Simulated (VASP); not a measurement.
A run of VASP 6.6.1 is set up as follows.

The input INCAR:

```
SYSTEM = SnSe
PREC = Accurate
ENCUT = 520
EDIFF = 1E-6
ISMEAR = 0
SIGMA = 0.05
LREAL = .False.
LASPH = .True.
NELM = 80
ALGO = Normal
ISIF = 2
LWAVE = .False.
LCHARG = .False.
NBANDS = 17
```

Contents of KPOINTS:

```
regular mesh
0
Gamma
  6 6 6
  0 0 0
```

The input POSCAR:

```
SnSe
1.0
    0.0000000000      3.0100000000      3.0100000000
    3.0100000000      0.0000000000      3.0100000000
    3.0100000000      3.0100000000      0.0000000000
Sn Se
1 1
Direct
    0.0000000000      0.0000000000      0.0000000000
    0.5000000000      0.5000000000      0.5000000000
```

Potentials or basis: VASP PAW LDA potentials, release 64 (Sn_d, Se).

Run with:

```console
$ cat potpaw_LDA.64/Sn_d/POTCAR potpaw_LDA.64/Se/POTCAR > POTCAR
$ mpirun -np 1 vasp_std > vasp.out
```

Task: Predict the band gap on the k mesh.

Result: 0.62 eV, direct.

Task: What does it give for the pressure?

Result: -3.6 GPa.

Caveat: spin-orbit coupling is left out, which moves the levels of the heavy elements. A k mesh can miss the band edges.
